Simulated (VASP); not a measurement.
# PbS in VASP: further runs

Runs on PbS. Level: PBEsol. Tasks: single point, relaxation of cell and atoms.

Everything below comes from runs of VASP 6.6.1. Logs are shortened: lines on timing, memory, paths and dates and some standing lists are left out, and cuts for length are marked.

## (1) The cell of the first run

The cell holds a slab with vacuum, 4 atoms: a = 11.292 Å, b = 4.170 Å, c = 4.170 Å, α = 89.98°, β = 90.00°, γ = 90.00°.

## (2) Single point, PBEsol

File INCAR:

```
SYSTEM = PbS
PREC = Accurate
ENCUT = 520
EDIFF = 1E-7
ISMEAR = 1
SIGMA = 0.02
LREAL = .FALSE.
LASPH = .TRUE.
NELM = 80
ALGO = Normal
ISIF = 2
LWAVE = .FALSE.
LCHARG = .FALSE.
GGA = PS
NBANDS = 28
```

File KPOINTS:

```
Automatic mesh
0
G
  2 5 5
  0 0 0
```

File POSCAR:

```
PbS
1.0
   11.2915731940      0.0000000000      0.0000000000
    0.0000000000      2.9478906802      2.9491409905
    0.0000000000     -2.9478906802      2.9491409905
Pb S
2 2
Direct
    0.6235181503      0.2585126164      0.7585126164
    0.3764818497      0.7585126164      0.2585126164
    0.6125977987      0.7624873836      0.2624873836
    0.3874022013      0.2624873836      0.7624873836
```

Potentials or basis: VASP PAW PBE potentials, release 64 (Pb_d, S).

Run with:

```bash
> cat potpaw_PBE.64/Pb_d/POTCAR potpaw_PBE.64/S/POTCAR > POTCAR
> mpirun -np 1 vasp_std > vasp.out
```

OUTCAR:

```text
SYSTEM = PbS
   PREC = Accurate
   ENCUT = 520
   EDIFF = 1E-7
   ISMEAR = 1
   LREAL = .FALSE.
   LASPH = .TRUE.
   NELM = 80
   ISIF = 2
   GGA = PS

 ion  position               nearest neighbor table
   1  0.624  0.259  0.759-   4 2.67   3 2.93   3 2.95   3 2.95   3 2.98   2 4.06   2 4.06   2 4.06
                             2 4.06
   2  0.376  0.759  0.259-   3 2.67   4 2.93   4 2.95   4 2.95   4 2.98   1 4.06   1 4.06   1 4.06
                             1 4.06
   3  0.613  0.762  0.262-   2 2.67   1 2.93   1 2.95   1 2.95   1 2.98
   4  0.387  0.262  0.762-   1 2.67   2 2.93   2 2.95   2 2.95   2 2.98

  LATTYP: Found a base centered orthorhombic cell.
 ALAT       =     5.8957813604
 B/A-ratio  =     1.0004241373
 C/A-ratio  =     1.9151953751

  Lattice vectors:

 A1 = (   0.0000000000,   2.9478906802,  -2.9491409905)
 A2 = (   0.0000000000,   2.9478906802,   2.9491409905)
 A3 = (  11.2915731940,   0.0000000000,   0.0000000000)

Analysis of symmetry for initial positions (statically):
=====================================================================
 Subroutine PRICEL returns:
 Original cell was already a primitive cell.

 Routine SETGRP: Setting up the symmetry group for a
 base centered orthorhombic supercell.

 Subroutine GETGRP returns: Found  4 space group operations
 (whereof  2 operations were pure point group operations)
 out of a pool of  8 trial point group operations.

The static configuration has the point symmetry C_2 .
 The point group associated with its full space group is C_2v.

Analysis of symmetry for dynamics (positions and initial velocities):
=====================================================================
 Subroutine PRICEL returns:
 Original cell was already a primitive cell.

 Routine SETGRP: Setting up the symmetry group for a
 base centered orthorhombic supercell.

 Subroutine GETGRP returns: Found  4 space group operations
 (whereof  2 operations were pure point group operations)
 out of a pool of  8 trial point group operations.

The dynamic configuration has the point symmetry C_2 .
 The point group associated with its full space group is C_2v.

 Subroutine INISYM returns: Found  4 space group operations
 (whereof  2 operations are pure point group operations),
 and found     1 'primitive' translations

----------------------------------------------------------------------------------------

                                     Primitive cell

  volume of cell :     196.3321

  direct lattice vectors                    reciprocal lattice vectors
    11.291573194  0.000000000  0.000000000     0.088561619  0.000000000  0.000000000
     0.000000000  2.947890680  2.949140991     0.000000000  0.169612803  0.169540894
     0.000000000 -2.947890680  2.949140991     0.000000000 -0.169612803  0.169540894

  length of vectors
    11.291573194  4.169831177  4.169831177     0.088561619  0.239817884  0.239817884

  position of ions in fractional coordinates (direct lattice)
     0.623518150  0.258512616  0.758512616
     0.376481850  0.758512616  0.258512616
     0.612597799  0.762487384  0.262487384
     0.387402201  0.262487384  0.762487384

  ion indices of the primitive-cell ions
   primitive index   ion index
                 1           1
                 2           2
                 3           3
                 4           4

----------------------------------------------------------------------------------------

 KPOINTS: Automatic mesh

Automatic generation of k-mesh.
 Grid dimensions read from file:
 generate k-points for:    2    5    5

 Generating k-lattice:

  Cartesian coordinates                     Fractional coordinates (reciprocal lattice)
     0.044280809  0.000000000  0.000000000     0.500000000  0.000000000  0.000000000
     0.000000000  0.033922561  0.033908179     0.000000000  0.200000000  0.000000000
     0.000000000 -0.033922561  0.033908179     0.000000000  0.000000000  0.200000000

  Length of vectors
     0.044280809  0.047963577  0.047963577

  Shift w.r.t. Gamma in fractional coordinates (k-lattice)
     0.000000000  0.000000000  0.000000000

 Subroutine IBZKPT returns following result:
 ===========================================

 Found     18 irreducible k-points:

 Following reciprocal coordinates:
            Coordinates               Weight
  0.000000  0.000000  0.000000      1.000000
  0.500000  0.000000  0.000000      1.000000
  0.000000  0.200000 -0.000000      4.000000
  0.500000  0.200000 -0.000000      4.000000
  0.000000  0.400000 -0.000000      4.000000
  0.500000  0.400000 -0.000000      4.000000
[... 10 lines left out ...]
  0.000000 -0.400000  0.400000      2.000000
  0.500000 -0.400000  0.400000      2.000000
   k-points           NKPTS =     18   k-points in BZ     NKDIM =     18   number of bands    NBANDS=     28
   number of dos      NEDOS =    301   number of ions     NIONS =      4
   total plane-waves  NPLWV =  86016
   dimension x,y,z NGX =    84 NGY =   32 NGZ =   32
   dimension x,y,z NGXF=   168 NGYF=   64 NGZF=   64
   ions per type =               2   2
   NGX,Y,Z   is equivalent  to a cutoff of  12.37, 12.76, 12.76 a.u.
   NGXF,Y,Z  is equivalent  to a cutoff of  24.73, 25.52, 25.52 a.u.
 SYSTEM =  PbS
   PREC   = accura    normal or accurate (medium, high low for compatibility)
   ISTART =      0    job   : 0-new  1-cont  2-samecut
   ICHARG =      2    charge: 1-file 2-atom 10-const
   ISPIN  =      1    spin polarized calculation?
   LNONCOLLINEAR =      F non collinear calculations
   LSORBIT =      F    spin-orbit coupling
   LASPH  =      T    aspherical Exc in radial PAW
   ENCUT  =  520.0 eV  38.22 Ry    6.18 a.u.  20.99  7.75  7.75*2*pi/ulx,y,z
   NELM   =     80;   NELMIN=  2; NELMDL= -5     # of ELM steps
   EDIFF  = 0.1E-06   stopping-criterion for ELM
   LREAL  =      F    real-space projection
   EDIFFG = 0.1E-05   stopping-criterion for IOM
   NSW    =      0    number of steps for IOM
   IBRION =     -1    ionic relax: 0-MD 1-quasi-New 2-CG
   NFREE  =      0    steps in history (QN), initial steepest desc. (CG)
   ISIF   =      2    stress and relaxation
   ISYM   =      2    0-nonsym 1-usesym 2-fastsym
   POTIM  = 0.5000    time-step for ionic-motion
   TEBEG  =    0.0;   TEEND  =   0.0 temperature during run
   PSTRESS=    0.0 pullay stress
   NELECT =      40.0000    total number of electrons
   NUPDOWN=      -1.0000    fix difference up-down
   EMIN   =  10.00;   EMAX   =-10.00  energy-range for DOS
   EFERMI =   0.00;   METHOD = LEGACY
   ISMEAR =     1;   SIGMA  =   0.02  broadening in eV -4-tet -1-fermi 0-gaus
   EFERMI_NEDOS =   21; number of points for ismear=-14 and -15
   IALGO  =     38    algorithm
   IMIX   =      4    mixing-type and parameters
     AMIX     =   0.40;   BMIX     =  1.00
     AMIX_MAG =   1.60;   BMIX_MAG =  1.00
  volume/ion in A,a.u.               =      49.08       331.23
  Fermi-wavevector in a.u.,A,eV,Ry     =   0.963306  1.820385 12.625648  0.927959
  Thomas-Fermi vector in A             =   2.092840
   LORBIT       =      0    0 simple, 1 ext, 2 COOP (PROOUT), +10 PAW based schemes
   GGA     = PS    functional components
   LHFCALC =     F    Hartree Fock is set to
   AEXX    =    0.0000 exact exchange contribution
   IVDW    =     0    specifies the selected vdW correction
   LEPSILON=     F    determine dielectric tensor
   LRPA    =     F    only Hartree local field effects (RPA)
 non-spin polarized calculation
 Methfessel and Paxton  Order N= 1 SIGMA  =   0.02
  energy-cutoff  :      520.00
  volume of cell :      196.33
 maximum number of plane-waves:      5310
 NGX is ok and might be reduce to    84
   NGX = 41   NGY = 15   NGZ = 15

 number of electron      40.0000011 magnetization

 Free energy of the ion-electron system (eV)
  ---------------------------------------------------
  ext. energy  EPLUGINS =         0.00000000
  ---------------------------------------------------
  free energy    TOTEN  =       -18.53008640 eV

  energy without entropy =      -18.53027220  energy(sigma->0) =      -18.53014833

 E-fermi :   0.6613     XC(G=0):  -5.9909

 val. band max:        0.6448859215   @ k =   0.5000   0.4000  -0.0000
 cond. band min:       2.2088032880   @ k =   0.5000   0.4000  -0.0000
 fundamental gap:      1.5639173665
 Fermi energy:         0.6613485272

 k-point     1 :       0.0000    0.0000    0.0000
  band No.  band energies     occupation
      1     -15.7296      2.00000
      2     -15.5925      2.00000
      3     -15.5792      2.00000
      4     -15.5711      2.00000
      5     -15.5516      2.00000
      6     -15.5516      2.00000
[... 20 lines left out ...]
     27       6.9702      0.00000
     28       6.9837      0.00000

 k-point     2 :       0.5000    0.0000    0.0000
  band No.  band energies     occupation
      1     -15.7296      2.00000
      2     -15.5925      2.00000
      3     -15.5792      2.00000
      4     -15.5712      2.00000
      5     -15.5516      2.00000
      6     -15.5516      2.00000
[... 20 lines left out ...]
     27       6.8252      0.00000
     28       6.9800      0.00000

 k-point     3 :       0.0000    0.2000   -0.0000
  band No.  band energies     occupation
      1     -15.7028      2.00000
      2     -15.5833      2.00000
      3     -15.5791      2.00000
      4     -15.5633      2.00000
      5     -15.5596      2.00000
      6     -15.5581      2.00000
[... 20 lines left out ...]
     27       6.1063      0.00000
     28       7.0035      0.00000

 k-point     4 :       0.5000    0.2000   -0.0000
  band No.  band energies     occupation
      1     -15.7028      2.00000
      2     -15.5833      2.00000
      3     -15.5792      2.00000
      4     -15.5634      2.00000
      5     -15.5596      2.00000
      6     -15.5581      2.00000
[... 20 lines left out ...]
     27       5.7627      0.00000
     28       6.8913      0.00000

 k-point     5 :       0.0000    0.4000   -0.0000
  band No.  band energies     occupation
      1     -15.6490      2.00000
      2     -15.6054      2.00000
      3     -15.5806      2.00000
      4     -15.5781      2.00000
      5     -15.5624      2.00000
      6     -15.5504      2.00000
[... 20 lines left out ...]
     27       5.9401      0.00000
     28       7.0707      0.00000

 k-point     6 :       0.5000    0.4000   -0.0000
  band No.  band energies     occupation
      1     -15.6490      2.00000
      2     -15.6054      2.00000
      3     -15.5807      2.00000
      4     -15.5781      2.00000
      5     -15.5624      2.00000
      6     -15.5504      2.00000
[... 277 lines left out ...]
      5     -15.5538      2.00000
      6     -15.5465      2.00000
[... 20 lines left out ...]
     27       6.5798      0.00000
     28       6.8066      0.00000

 k-point    16 :       0.5000    0.4000    0.4000
  band No.  band energies     occupation
      1     -15.7052      2.00000
      2     -15.6962      2.00000
      3     -15.5739      2.00000
      4     -15.5736      2.00000
      5     -15.5538      2.00000
      6     -15.5465      2.00000
[... 20 lines left out ...]
     27       6.6668      0.00000
     28       6.8166      0.00000

 k-point    17 :       0.0000   -0.4000    0.4000
  band No.  band energies     occupation
      1     -15.7052      2.00000
      2     -15.6962      2.00000
      3     -15.5740      2.00000
      4     -15.5735      2.00000
      5     -15.5537      2.00000
      6     -15.5466      2.00000
[... 20 lines left out ...]
     27       6.5809      0.00000
     28       6.8030      0.00000

 k-point    18 :       0.5000   -0.4000    0.4000
  band No.  band energies     occupation
      1     -15.7052      2.00000
      2     -15.6962      2.00000
      3     -15.5740      2.00000
      4     -15.5735      2.00000
      5     -15.5537      2.00000
      6     -15.5466      2.00000
[... 20 lines left out ...]
     27       6.6676      0.00000
     28       6.8128      0.00000

------------------------ aborting loop because EDIFF is reached ----------------------------------------

  FORCE on cell =-STRESS in cart. coord.  units (eV):
  Direction    XX          YY          ZZ          XY          YZ          ZX
  --------------------------------------------------------------------------------------
  -------------------------------------------------------------------------------------
  Total       -0.0474760      0.0011671     -0.0201612      0.0000000      0.0000000      0.0000000
  in kB       -0.3874304      0.0095239     -0.1645267      0.0000000      0.0000000      0.0000000
  external PRESSURE =      -0.1808110 kB  Pullay stress =       0.0000000 kB

 VOLUME and BASIS-vectors are now :
 -----------------------------------------------------------------------------
  energy-cutoff  :      520.00
  volume of cell :      196.33
      direct lattice vectors                 reciprocal lattice vectors
    11.291573194  0.000000000  0.000000000     0.088561619  0.000000000  0.000000000
     0.000000000  2.947890680  2.949140991     0.000000000  0.169612803  0.169540894
     0.000000000 -2.947890680  2.949140991     0.000000000 -0.169612803  0.169540894

 POSITION                                       TOTAL-FORCE (eV/Angst)
 -----------------------------------------------------------------------------------
      7.04050     -1.47395      2.99935         0.005599      0.000000      0.008706
      4.25107      1.47395      2.99935        -0.005599      0.000000      0.008706
      6.91719      1.47395      3.02280        -0.004736      0.000000     -0.008706
      4.37438     -1.47395      3.02280         0.004736      0.000000     -0.008706
 -----------------------------------------------------------------------------------
    total drift:                                0.000000     -0.000000      0.000009

  FREE ENERGIE OF THE ION-ELECTRON SYSTEM (eV)
  ---------------------------------------------------
  free  energy   TOTEN  =       -18.5300864016 eV

  energy  without entropy=      -18.5302722003  energy(sigma->0) =      -18.53014833
```

It took 87 s on 1 thread of Intel Xeon Platinum 8488C (Sapphire Rapids), shared host; peak memory 0.31 GiB.

What came out:

| Quantity | Value |
| --- | --- |
| Free energy | -18.5301 eV |
| Largest force | 0.010 eV/Å |
| Band gap on the k mesh | 1.56 eV, direct |

Forces on the atoms (eV/Å):
```
Pb   0.006  0.000  0.009
Pb  -0.006  0.000  0.009
S   -0.005  0.000 -0.009
S    0.005  0.000 -0.009
```

Caveat: the PAW data sets were made with another functional, which shifts forces and pressure a little; spin-orbit coupling is left out, which moves the levels of the heavy elements.

## (3) Relaxation of cell and atoms, PBEsol

This run uses another cell than the first one, of 51.02 Å³/atom, 1.039 times its volume.

File INCAR:

```
PREC = Accurate
ENCUT = 600
EDIFF = 1E-7
ISMEAR = 1
SIGMA = 0.02
LREAL = F
LASPH = T
NELM = 80
ALGO = Normal
ISIF = 3
LWAVE = F
LCHARG = F
GGA = PS
IBRION = 2
NSW = 80
EDIFFG = -0.01
```

File KPOINTS:

```
Automatic mesh
0
Gamma
  2 5 5
```

File POSCAR:

```
PbS
1.0
   11.2982770800      0.0000000000      0.0000000000
    0.0000000000      3.0043750300      3.0061807900
    0.0000000000     -3.0043750300      3.0061807900
Pb S
2 2
Direct
    0.6245814000      0.2566380300      0.7566380300
    0.3754186000      0.7566380300      0.2566380300
    0.6136752500      0.7643619700      0.2643619700
    0.3863247500      0.2643619700      0.7643619700
```

Potentials or basis: VASP PAW PBE potentials, release 64 (Pb_d, S).

Run with:

```bash
> cat potpaw_PBE.64/Pb_d/POTCAR potpaw_PBE.64/S/POTCAR > POTCAR
> mpirun -np 1 vasp_std > vasp.out
```

It took 12 min on 1 thread of Intel Xeon Platinum 8488C (Sapphire Rapids), shared host; peak memory 0.41 GiB.

Results (log left out):

```yaml
Free_energy: -18.5313 eV
Relaxed_cell: a = 11.218 Å, b = 4.171 Å, c = 4.171 Å, α = 90.00°, β = 90.00°, γ = 90.00°
Space_group_after_relaxing_to_0.05_Å: P4/nmm (No. 129)
Energy_gained_by_relaxing: 10.6 meV/atom
Ionic_steps: 12
Largest_force_after_relaxing: 0.006 eV/Å
Band_gap_on_the_k_mesh: 1.57 eV, direct
```

Forces on the atoms (eV/Å):
```
Pb  -0.001  0.000  0.005
Pb   0.001  0.000  0.005
S    0.004  0.000 -0.005
S   -0.004  0.000 -0.005
```

The path:
```csv
step,energy change (eV),largest force (eV/Å),pressure (GPa),volume (Å³)
1,0.0000,0.2577,-1.29,204.09
2,-0.0332,0.2169,0.63,192.17
3,-0.0406,0.0702,0.01,195.59
4,-0.0417,0.0198,0.00,195.40
5,-0.0417,0.0188,0.00,195.40
6,-0.0418,0.0181,0.00,195.43
7,-0.0419,0.0170,-0.03,195.53
8,-0.0421,0.0212,-0.09,195.74
9,-0.0421,0.0204,-0.08,195.72
10,-0.0422,0.0180,-0.07,195.64
11,-0.0423,0.0131,-0.05,195.49
12,-0.0424,0.0065,-0.01,195.19
```

Final structure:
```cif
data_structure
_symmetry_space_group_name_H-M 'P 1'
_symmetry_Int_Tables_number 1
_cell_length_a 11.2183
_cell_length_b 4.1712
_cell_length_c 4.1712
_cell_angle_alpha 90.005
_cell_angle_beta 90.000
_cell_angle_gamma 90.000
_cell_volume 195.19
loop_
_atom_site_label
_atom_site_type_symbol
_atom_site_fract_x
_atom_site_fract_y
_atom_site_fract_z
_atom_site_occupancy
Pb1 Pb 0.62463 0.25925 0.75925 1
Pb2 Pb 0.37537 0.75925 0.25925 1
S1 S 0.61288 0.76175 0.26175 1
S2 S 0.38712 0.26175 0.76175 1
```

Levels at points of the mesh, in eV from the valence-band top:
```tsv
k point	band 18	band 19	band 20	band 21	band 22	band 23
(0.00, 0.00, 0.00)	-1.67	-1.67	-0.43	1.96	3.64	4.58
(0.50, 0.00, 0.00)	-1.67	-1.67	-0.43	1.78	4.58	4.59
```

Caveat: the PAW data sets were made with another functional, which shifts forces and pressure a little; spin-orbit coupling is left out, which moves the levels of the heavy elements.
